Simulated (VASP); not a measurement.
A run of VASP 6.6.1:

File INCAR:

```
ALGO = Normal
EDIFF = 1E-6
ENCUT = 400
GGA = PE
GGA_COMPAT = F
ISIF = 2
ISMEAR = -1
ISYM = -1
LASPH = T
LCHARG = F
LREAL = Auto
LWAVE = F
NBANDS = 149
NELM = 120
PREC = Accurate
SIGMA = 0.05
```

Contents of KPOINTS:

```
explicit points
1
Reciprocal
  0.25000000   0.25000000   0.25000000 1
```

The input POSCAR:

```
Ti
1.0
    7.4036360000      0.0242520000     -0.1156530000
    0.0242520000      7.2584860000     -0.3764210000
   -0.1156530000     -0.3764210000      7.4221130000
Ti
22
Direct
    0.5746574921      0.0397163169      0.2275349242
    0.6487588437      0.7827892612      0.5163595897
    0.2912648382      0.4456262787      0.7522690293
    0.5926247593      0.2807420729      0.9169460291
    0.9349990623      0.8299131712      0.2327546337
    0.0752205555      0.9653493195      0.5875356841
    0.1605660046      0.4994931695      0.0926734285
    0.9407005473      0.5576300850      0.4993478966
    0.1325765843      0.7672770740      0.8708444729
    0.4702300515      0.7935991160      0.8714473748
    0.2955050241      0.6776644579      0.4937040403
    0.7898227662      0.5959132924      0.8513342022
    0.4143117293      0.0667287932      0.6180258255
    0.7756730173      0.1262735296      0.5149374470
    0.2008855273      0.2565174277      0.3827603488
   -0.0494942625      0.3004968586      0.8026090640
    0.6023400099      0.6234324888      0.1818255138
    0.2106991520      0.1211347115     -0.0294710363
    0.8073813560      0.9584620364      0.8604644411
    0.5662983318      0.4217642952      0.5188740779
    0.8705746477      0.2992321428      0.1826133383
    0.2861515027      0.9022505452      0.2498763266
```

Potentials or basis: VASP PAW PBE potentials, release 64 (Ti_sv).

Run with:

```bash
$ cat potpaw_PBE.64/Ti_sv/POTCAR > POTCAR
$ mpirun -np 1 vasp_std > vasp.out
```

Hardware: 1 thread of Intel(R) Xeon(R) 6975P-C (Granite Rapids), on a shared host.

How long does it take, and how much memory?

Wall time 74 s on 1 thread of Intel(R) Xeon(R) 6975P-C (Granite Rapids) (shared host), peak memory 0.32 GiB. Counts: scf iterations 24, k points 1.
